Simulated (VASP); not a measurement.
# MnO (Fm-3m) in VASP: a series of runs

The runs below take MnO through single point, with RPBE+D3(BJ)+U.

Everything below comes from runs of VASP 6.6.1. Logs are shortened: lines on timing, memory, paths and dates and some standing lists are left out, and cuts for length are marked.

### 1 The cell of the first run

It takes space group Fm-3m (No. 225, cubic). The conventional cell has a = 4.357 Å, b = 4.357 Å, c = 4.357 Å, α = 90.00°, β = 90.00°, γ = 90.00°. Within 2.9 Å of Mn (site symmetry m-3m) lie 6 O at 2.18 Å. O (site symmetry m-3m) has 6 Mn at 2.18 Å within 2.9 Å.

### 2 Single point, RPBE+D3(BJ)+U, collinear spin, ferromagnetic start (volume scaled by 0.94)

Contents of INCAR:

```
ALGO = Normal
EDIFF = 1E-6
ENCUT = 520
GGA = RP
ISIF = 2
ISMEAR = -1
ISPIN = 2
IVDW = 12
LASPH = T
LCHARG = F
LDAU = T
LDAUJ = 0 0
LDAUL = 2 -1
LDAUPRINT = 1
LDAUTYPE = 2
LDAUU = 2 0
LMAXMIX = 4
LORBIT = 11
LREAL = F
LWAVE = F
MAGMOM = 4 0
NBANDS = 20
NELM = 150
PREC = Accurate
SIGMA = 0.1
```

Contents of KPOINTS:

```
k-points
0
Gamma
  10 10 10
```

Contents of POSCAR:

```
MnO
1.0
    3.0808771000      0.0000000000      0.0000000000
    1.5404385500      2.6681178345      0.0000000000
    1.5404385500      0.8893726115      2.5155256184
Mn O
1 1
Direct
    0.0000000000      0.0000000000      0.0000000000
    0.5000000000      0.5000000000      0.5000000000
```

Potentials or basis: VASP PAW PBE potentials, release 64 (Mn_pv, O).

Launch:

```
$ cat potpaw_PBE.64/Mn_pv/POTCAR potpaw_PBE.64/O/POTCAR > POTCAR
$ mpirun -np 1 vasp_std > vasp.out
```

OUTCAR:

```text
EDIFF = 1E-6
   ENCUT = 520
   GGA = RP
   ISIF = 2
   ISMEAR = -1
   ISPIN = 2
   IVDW = 12
   LASPH = T
   LORBIT = 11
   LREAL = F
   NELM = 150
   PREC = Accurate
 IVDW          = 12

 ion  position               nearest neighbor table
   1  0.000  0.000  0.000-   2 2.18   2 2.18   2 2.18   2 2.18   2 2.18   2 2.18
   2  0.500  0.500  0.500-   1 2.18   1 2.18   1 2.18   1 2.18   1 2.18   1 2.18

  LATTYP: Found a face centered cubic cell.
 ALAT       =     4.3570181788

  Lattice vectors:

 A1 = (   3.0808771000,   0.0000000000,   0.0000000000)
 A2 = (   1.5404385500,   2.6681178345,   0.0000000000)
 A3 = (   1.5404385500,   0.8893726115,   2.5155256184)

Analysis of symmetry for initial positions (statically):
=====================================================================
 Subroutine PRICEL returns:
 Original cell was already a primitive cell.

 Routine SETGRP: Setting up the symmetry group for a
 face centered cubic supercell.

 Subroutine GETGRP returns: Found 48 space group operations
 (whereof 48 operations were pure point group operations)
 out of a pool of 48 trial point group operations.

The static configuration has the point symmetry O_h .

Analysis of symmetry for dynamics (positions and initial velocities):
=====================================================================
 Subroutine PRICEL returns:
 Original cell was already a primitive cell.

 Routine SETGRP: Setting up the symmetry group for a
 face centered cubic supercell.

 Subroutine GETGRP returns: Found 48 space group operations
 (whereof 48 operations were pure point group operations)
 out of a pool of 48 trial point group operations.

The dynamic configuration has the point symmetry O_h .

Analysis of structural, dynamic, and magnetic symmetry:
=====================================================================
 Subroutine PRICEL returns:
 Original cell was already a primitive cell.
[... 172 lines left out ...]
  o =  0.0267  v =  0.0000  0.0000  0.0000  0.0000  0.0000  0.8165 -0.0000 -0.0001  0.5774 -0.0000      0.0000  0.0000  0.0000  0.0000  0.0000  0.0000  0.0000  0.0000  0.0000  0.0000
  o =  0.0267  v =  0.0000  0.0000  0.0000  0.0000  0.0000  0.0000 -0.3126  0.8407  0.0000 -0.4421      0.0000  0.0000  0.0000  0.0000  0.0000  0.0000  0.0000  0.0000  0.0000  0.0000
  o =  0.0903  v =  0.0000  0.0000  0.0000  0.0000  0.0000  0.0000 -0.8165 -0.0000 -0.0000  0.5774      0.0000  0.0000  0.0000  0.0000  0.0000  0.0000  0.0000  0.0000  0.0000  0.0000
  o =  0.0903  v =  0.0000  0.0000  0.0000  0.0000  0.0000 -0.5774 -0.0000 -0.0000  0.8165  0.0000      0.0000  0.0000  0.0000  0.0000  0.0000  0.0000  0.0000  0.0000  0.0000  0.0000
  o =  0.9349  v =  0.0000  0.4852  0.5420 -0.0000  0.6862  0.0000  0.0000  0.0000  0.0000  0.0000      0.0000  0.0000  0.0000  0.0000  0.0000  0.0000  0.0000  0.0000  0.0000  0.0000
  o =  0.9349  v = -0.8165  0.0000 -0.0000 -0.5774 -0.0000  0.0000  0.0000  0.0000  0.0000  0.0000      0.0000  0.0000  0.0000  0.0000  0.0000  0.0000  0.0000  0.0000  0.0000  0.0000
  o =  0.9349  v =  0.0000  0.3129 -0.8404  0.0000  0.4425  0.0000  0.0000  0.0000  0.0000  0.0000      0.0000  0.0000  0.0000  0.0000  0.0000  0.0000  0.0000  0.0000  0.0000  0.0000
  o =  0.9731  v =  0.0000  0.8165  0.0000  0.0000 -0.5774  0.0000  0.0000  0.0000  0.0000  0.0000      0.0000  0.0000  0.0000  0.0000  0.0000  0.0000  0.0000  0.0000  0.0000  0.0000
  o =  0.9731  v =  0.5774  0.0000 -0.0000 -0.8165 -0.0000  0.0000  0.0000  0.0000  0.0000  0.0000      0.0000  0.0000  0.0000  0.0000  0.0000  0.0000  0.0000  0.0000  0.0000  0.0000

 number of electron      19.0000008 magnetization       4.9782974

 Free energy of the ion-electron system (eV)
  ---------------------------------------------------
  ext. energy  EPLUGINS =         0.00000000
  ---------------------------------------------------
  free energy    TOTEN  =       -15.05258595 eV

  energy without entropy =      -15.04638697  energy(sigma->0) =      -15.04948646

 E-fermi :   8.4995     XC(G=0): -11.9447

 val. band max:        8.4745195695   @ k =   0.4000   0.4000  -0.0000
 cond. band min:       8.6562122783   @ k =   0.5000   0.4000   0.0000
 fundamental gap:      0.1816927088
 Fermi energy:         8.4994880957

 spin component 1

 k-point     1 :       0.0000    0.0000    0.0000
  band No.  band energies     occupation
      1     -41.9783      1.00000
      2     -41.9783      1.00000
      3     -41.9783      1.00000
      4     -12.2103      1.00000
      5       4.3232      1.00000
      6       4.3232      1.00000
[... 1097 lines left out ...]
     19      35.5913      0.00000
     20      37.1212      0.00000

 [... further k-points ...]

------------------------ aborting loop because EDIFF is reached ----------------------------------------

 Edisp (eV)   -1.73190

 E8    (eV) :    -1.0492

  FORCE on cell =-STRESS in cart. coord.  units (eV):
  Direction    XX          YY          ZZ          XY          YZ          ZX
  --------------------------------------------------------------------------------------
  -------------------------------------------------------------------------------------
  Total       1.02449     1.02449     1.02449     0.00000     0.00000     0.00000
  in kB      79.37986    79.37986    79.37986     0.00000     0.00000     0.00000
  external pressure =       79.38 kB  Pullay stress =        0.00 kB

 VOLUME and BASIS-vectors are now :
 -----------------------------------------------------------------------------
  energy-cutoff  :      520.00
  volume of cell :       20.68
      direct lattice vectors                 reciprocal lattice vectors
     3.080877100  0.000000000  0.000000000     0.324582892 -0.187398020 -0.132510411
     1.540438550  2.668117834  0.000000000     0.000000000  0.374796041 -0.132510411
     1.540438550  0.889372612  2.515525618     0.000000000  0.000000000  0.397531233

 POSITION                                       TOTAL-FORCE (eV/Angst)
 -----------------------------------------------------------------------------------
      0.00000      0.00000      0.00000        -0.000000     -0.000000      0.000000
      3.08088      1.77875      1.25776         0.000000      0.000000      0.000000
 -----------------------------------------------------------------------------------
    total drift:                               -0.000000      0.000000     -0.000000

  FREE ENERGIE OF THE ION-ELECTRON SYSTEM (eV)
  ---------------------------------------------------
  free  energy   TOTEN  =       -16.7844873516 eV

  energy  without entropy=      -16.7782883686  energy(sigma->0) =      -16.78138786

 total charge

# of ion       s       p       d       tot
------------------------------------------
    1        0.214   6.201   4.991  11.406
    2        1.563   3.485   0.000   5.048
--------------------------------------------------
tot          1.777   9.686   4.991  16.454

 magnetization (x)

# of ion       s       p       d       tot
------------------------------------------
    1        0.033   0.030   4.482   4.545
    2        0.028   0.170   0.000   0.199
--------------------------------------------------
tot          0.062   0.200   4.482   4.743
```

stdout:

```text
POSCAR found type information on POSCAR MnO
 POSCAR found :  2 types and       2 ions
 scaLAPACK will be used
 -----------------------------------------------------------------------------
|                                                                             |
|                                                                             |
|     You enforced a specific xc type in the INCAR file but a different       |
|     I HOPE YOU KNOW WHAT YOU ARE DOING!                                     |
|                                                                             |
 -----------------------------------------------------------------------------

 LDA part: xc-table for (Slater+PW92), standard interpolation
 POSCAR, INCAR and KPOINTS ok, starting setup
 FFT: planning ... GRIDC
 FFT: planning ... GRID_SOFT
 FFT: planning ... GRID
 WAVECAR not read
 entering main loop
```

Run time: 18 s. Hardware: 1 thread of Intel Xeon 6975P-C, shared host; peak memory 0.17 GiB.

What came out:

```
Free energy                                           : -16.7845 eV
Pressure                                              : 7.9 GPa
Band gap on the k mesh                                : zero (filled and empty bands overlap)
Net moment                                            : 4.98 μB per cell
Site moments                                          : Mn +4.54; O +0.20 μB
Valence electrons inside the program's atomic spheres : Mn 11.41; O 5.05
Dispersion energy per atom                            : -0.866 eV
```

Eigenvalues of the final occupation matrices:
| site | spin | trace | eigenvalues |
| --- | --- | --- | --- |
| site 1 d | 1 | 4.75 | 0.93 0.93 0.93 0.97 0.97 |
| site 1 d | 2 | 0.26 | 0.03 0.03 0.03 0.09 0.09 |

Caveat: the PAW data sets were made with another functional, which shifts forces and pressure a little; a cell with one magnetic atom can't hold antiferromagnetic order, which such compounds often take; pairwise dispersion overbinds metals, which lowers pressure and volume. The state reached can hang on the start; a lower one may exist.

### 3 Single point, RPBE+D3(BJ)+U, collinear spin, ferromagnetic start (volume scaled by 0.96)

Contents of INCAR:

```
PREC = Accurate ; ENCUT = 520
EDIFF = 1E-6 ; ISMEAR = -1
SIGMA = 0.1 ; LREAL = False
LASPH = True ; NELM = 150
ALGO = Normal ; ISIF = 2
LWAVE = False ; LCHARG = True
ISPIN = 2 ; MAGMOM = 4 0
LORBIT = 11 ; LMAXMIX = 4
LDAU = True ; LDAUTYPE = 2
LDAUL = 2 -1 ; LDAUU = 2 0
LDAUJ = 0 0 ; LDAUPRINT = 1
GGA = RP ; IVDW = 12
LELF = True ; LVHAR = True
NBANDS = 20
```

Contents of KPOINTS:

```
regular mesh
0
Gamma
  10 10 10
```

Contents of POSCAR:

```
MnO
1.0
    3.1025741325      0.0000000000      0.0000000000
    1.5512870662      2.6869080158      0.0000000000
    1.5512870662      0.8956360052      2.5332411712
Mn O
1 1
Direct
    0.0000000000      0.0000000000      0.0000000000
    0.5000000000      0.5000000000      0.5000000000
```

Potentials or basis: VASP PAW PBE potentials, release 64 (Mn_pv, O).

Launch:

```
$ cat potpaw_PBE.64/Mn_pv/POTCAR potpaw_PBE.64/O/POTCAR > POTCAR
$ mpirun -np 1 vasp_std > vasp.out
```

Run time: 21 s. Hardware: 1 thread of Intel Xeon 6975P-C, shared host; peak memory 0.17 GiB.

It converged, with:

- Free energy: -16.8015 eV
- Pressure: 4.0 GPa
- Band gap on the k mesh: zero (filled and empty bands overlap)
- Net moment: 4.99 μB per cell
- Site moments: Mn +4.55; O +0.19 μB
- Valence electrons inside the program's atomic spheres: Mn 11.38; O 5.04
- Dispersion energy per atom: -0.845 eV

Levels at points of the mesh, in eV from the Fermi level:
Spin up:
| k point | band 8 | band 9 | band 10 | band 11 | band 12 | band 13 | band 14 | band 15 | band 16 | band 17 |
| --- | --- | --- | --- | --- | --- | --- | --- | --- | --- | --- |
| (0.00, 0.00, 0.00) | -3.72 | -3.72 | -3.72 | -3.68 | -3.68 | -0.32 | 14.03 | 16.32 | 16.32 | 16.32 |
| (0.50, 0.00, 0.00) | -3.23 | -3.23 | -2.58 | -0.18 | -0.18 | 3.57 | 8.17 | 12.17 | 12.17 | 18.76 |
| (0.50, 0.50, 0.00) | -4.82 | -3.25 | -2.96 | -2.96 | -2.78 | 5.30 | 8.17 | 10.24 | 14.19 | 14.19 |
Spin down:
```tsv
k point	band 5	band 6	band 7	band 8	band 9	band 10
(0.00, 0.00, 0.00)	-3.35	-3.35	-3.35	1.22	1.76	1.76
(0.50, 0.00, 0.00)	-7.45	-4.75	-4.75	2.98	3.15	3.15
(0.50, 0.50, 0.00)	-6.54	-4.37	-4.37	-0.08	3.02	3.23
```

Eigenvalues of the final occupation matrices:
| site | spin | trace | eigenvalues |
| --- | --- | --- | --- |
| site 1 d | 1 | 4.75 | 0.93 0.93 0.93 0.97 0.97 |
| site 1 d | 2 | 0.25 | 0.02 0.02 0.02 0.09 0.09 |

Caveat: the PAW data sets were made with another functional, which shifts forces and pressure a little; a cell with one magnetic atom can't hold antiferromagnetic order, which such compounds often take; pairwise dispersion overbinds metals, which lowers pressure and volume. The state reached can hang on the start; a lower one may exist.

### 4 Single point, RPBE+D3(BJ)+U, collinear spin, ferromagnetic start (volume scaled by 0.98)

Contents of INCAR:

```
SYSTEM = MnO
ALGO = Normal
EDIFF = 1E-6
ENCUT = 520
GGA = RP
ISIF = 2
ISMEAR = -1
ISPIN = 2
IVDW = 12
LASPH = .True.
LCHARG = .False.
LDAU = .True.
LDAUJ = 0 0
LDAUL = 2 -1
LDAUPRINT = 1
LDAUTYPE = 2
LDAUU = 2 0
LMAXMIX = 4
LORBIT = 11
LREAL = .False.
LWAVE = .False.
MAGMOM = 4 0
NBANDS = 20
NELM = 150
PREC = Accurate
SIGMA = 0.1
```

Contents of KPOINTS:

```
k-points
0
Gamma
  10 10 10
  0 0 0
```

Contents of POSCAR:

```
MnO
1.0
    3.1239718716      0.0000000000      0.0000000000
    1.5619859358      2.7054390015      0.0000000000
    1.5619859358      0.9018130005      2.5507123521
Mn O
1 1
Direct
    0.0000000000      0.0000000000      0.0000000000
    0.5000000000      0.5000000000      0.5000000000
```

Launch:

```
$ cat potpaw_PBE.64/Mn_pv/POTCAR potpaw_PBE.64/O/POTCAR > POTCAR
$ mpirun -np 1 vasp_std > vasp.out
```

Wall time 20 s (1 thread of Intel Xeon 6975P-C, shared host); peak memory 0.17 GiB.

The run converged. Its results:

| Property | Result |
| --- | --- |
| Free energy | -16.8081 eV |
| Pressure | 0.4 GPa |
| Band gap on the k mesh | zero (filled and empty bands overlap) |
| Net moment | 4.99 μB per cell |
| Site moments | Mn +4.56; O +0.19 μB |
| Valence electrons inside the program's atomic spheres | Mn 11.36; O 5.03 |
| Dispersion energy per atom | -0.825 eV |

Levels at points of the mesh, in eV from the Fermi level:
Spin up:
| k point | band 8 | band 9 | band 10 | band 11 | band 12 | band 13 | band 14 | band 15 | band 16 | band 17 |
| --- | --- | --- | --- | --- | --- | --- | --- | --- | --- | --- |
| (0.00, 0.00, 0.00) | -3.67 | -3.67 | -3.62 | -3.62 | -3.62 | -0.40 | 13.99 | 16.16 | 16.16 | 16.16 |
| (0.50, 0.00, 0.00) | -3.24 | -3.24 | -2.60 | -0.24 | -0.24 | 3.54 | 8.00 | 12.04 | 12.04 | 18.50 |
| (0.50, 0.50, 0.00) | -4.70 | -3.26 | -2.98 | -2.98 | -2.83 | 5.16 | 8.07 | 10.14 | 13.97 | 13.97 |
Spin down:
```
           k point  band 4  band 5  band 6  band 7  band 8  band 9  band 10  band 11
(0.00, 0.00, 0.00)  -19.90   -3.26   -3.26   -3.26    1.13    1.80     1.80     1.80
(0.50, 0.00, 0.00)  -18.91   -7.28   -4.62   -4.62    2.98    3.14     3.14     4.63
(0.50, 0.50, 0.00)  -18.92   -6.39   -4.26   -4.26    0.02    3.02     3.19     3.63
```

Eigenvalues of the final occupation matrices:
```
    site  spin  trace               eigenvalues
site 1 d     1   4.75  0.93 0.93 0.94 0.97 0.97
site 1 d     2   0.24  0.02 0.02 0.02 0.08 0.08
```

Caveat: the PAW data sets were made with another functional, which shifts forces and pressure a little; a cell with one magnetic atom can't hold antiferromagnetic order, which such compounds often take; pairwise dispersion overbinds metals, which lowers pressure and volume.

### 5 Summary

```tsv
cell	gap on the mesh (eV)	pressure (GPa)	moment (μB)
a = 3.081 Å, angles 60.0°, 2 atoms	none	7.9	4.98
a = 3.103 Å, angles 60.0°, 2 atoms	none	4.0	4.99
a = 3.124 Å, angles 60.0°, 2 atoms	none	0.4	4.99
```

Alike in all rows: task single point; level RPBE+D3(BJ)+U; potentials or basis VASP PAW PBE potentials, release 64 (Mn_pv, O); spin collinear, ferromagnetic start; Mn d U = 2.0 eV; k mesh 10 × 10 × 10; cutoff (eV) 520; smearing fermi-dirac 0.1 eV.

Caveats: the PAW data sets were made with another functional, which shifts forces and pressure a little; a cell with one magnetic atom can't hold antiferromagnetic order, which such compounds often take; pairwise dispersion overbinds metals, which lowers pressure and volume.

Absolute energies hang on the potentials; compare differences alone.
